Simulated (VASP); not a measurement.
The system is BeTe.

```
Be Te
1.0
     0.00000    2.82862    2.82862
     2.82862    0.00000    2.82862
     2.82862    2.82862    0.00000
Be Te
1 1
Direct
  0.00000 0.00000 0.00000
  0.25000 0.25000 0.25000
```

Program: VASP 6.6.1. Alike in all runs: task single point; no spin polarisation; cell as given; cutoff (eV) 520; smearing gaussian 0.01 eV.

Order these runs on this cell by their band gap on the k mesh, lowest first.
A. level HSE06; potentials or basis VASP PAW PBE potentials, release 64 (Be, Te); k mesh 6 × 6 × 6; grid for exact exchange (PRECFOCK) Normal; screening parameter 0.2079 1/Å
B. level PBE0; potentials or basis VASP PAW PBE potentials, release 64 (Be, Te); k mesh 6 × 6 × 6; grid for exact exchange (PRECFOCK) Normal
C. level LDA; potentials or basis VASP PAW LDA potentials, release 64 (Be, Te); k mesh 8 × 8 × 8

C (1.90 eV), A (2.67 eV), B (3.34 eV).

Caveats: spin-orbit coupling is left out, which moves the levels of the heavy elements.

A k mesh can miss the band edges.
